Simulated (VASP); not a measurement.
The system is Hg.

```
Hg
1.0
     3.60154    0.00000    0.00000
    -1.80077    3.11903    0.00000
     0.00000    0.00000    5.57936
Hg
2
Direct
  0.66667 0.33333 0.75000
  0.33333 0.66667 0.25000
```

* Program: VASP 6.6.1
* Task: relaxation of cell and atoms
* Functional: PBE
* Potentials or basis: VASP PAW PBE potentials, release 64 (Hg_sv_GW)
* Cutoff: 500 eV
* k mesh: 12 × 12 × 6
* Occupations: gaussian, width 0.02 eV
* Spin: no spin polarisation

At the start: pressure -1.0 GPa; volume 31.34 Å³/atom.

**Question.** How do energy, volume and symmetry change on relaxing?

**Answer.** Over 6 steps the energy falls by 6.4 meV/atom and the volume is 29.38 Å³/atom (-6.3 %); space group P6_3/mmc (No. 194, to 0.1 Å) before and after.

Step by step:
```csv
step,energy change (eV),largest force (eV/Å),pressure (GPa),volume (Å³)
1,0.0000,0.0000,-1.00,62.67
2,-0.0088,0.0000,-0.58,60.91
3,-0.0125,0.0000,-0.07,59.04
4,-0.0126,0.0000,0.00,58.79
5,-0.0126,0.0000,0.00,58.78
6,-0.0127,0.0000,0.00,58.76
```

Final structure:
```xyz
2
Lattice="3.5137 0.0000 0.0000 -1.7568 3.0429 0.0000 0.0000 0.0000 5.4954" Properties=species:S:1:pos:R:3 pbc="T T T"
Hg    1.7568    1.0143    4.1215
Hg    0.0000    2.0286    1.3738
```
